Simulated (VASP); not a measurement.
Here is a VASP 6.6.1 calculation.

File INCAR:

```
  PREC = Accurate
  ENCUT = 520
  EDIFF = 1E-6
  ISMEAR = -1
  SIGMA = 0.05
  LREAL = False
  LASPH = True
  NELM = 100
  ALGO = Normal
  ISIF = 2
  LWAVE = False
  LCHARG = False
  NBANDS = 18
```

KPOINTS

```
Automatic mesh
0
Gamma
  10 10 10
```

POSCAR

```
ScPt
1.0
    3.3027000000      0.0000000000      0.0000000000
    0.0000000000      3.3027000000      0.0000000000
    0.0000000000      0.0000000000      3.2700000000
Sc Pt
1 1
Direct
    0.5000000000      0.5000000000      0.5000000000
    0.0000000000      0.0000000000      0.0000000000
```

Potentials or basis: VASP PAW LDA potentials, release 64 (Sc_sv, Pt).

The run is started by

```sh
$ cat potpaw_LDA.64/Sc_sv/POTCAR potpaw_LDA.64/Pt/POTCAR > POTCAR
$ mpirun -np 1 vasp_std > vasp.out
```

Q: What does it give for the band gap on the k mesh?

A: Zero (an odd number of electrons rules out a gap without spin polarisation).

Q: Estimate the pressure.

A: -7.5 GPa.

Caveat: the cell differs from its parent crystal (equal xx and yy strain of +1 %); the cell stands under tension; spin-orbit coupling is left out, which moves the levels of the heavy elements.
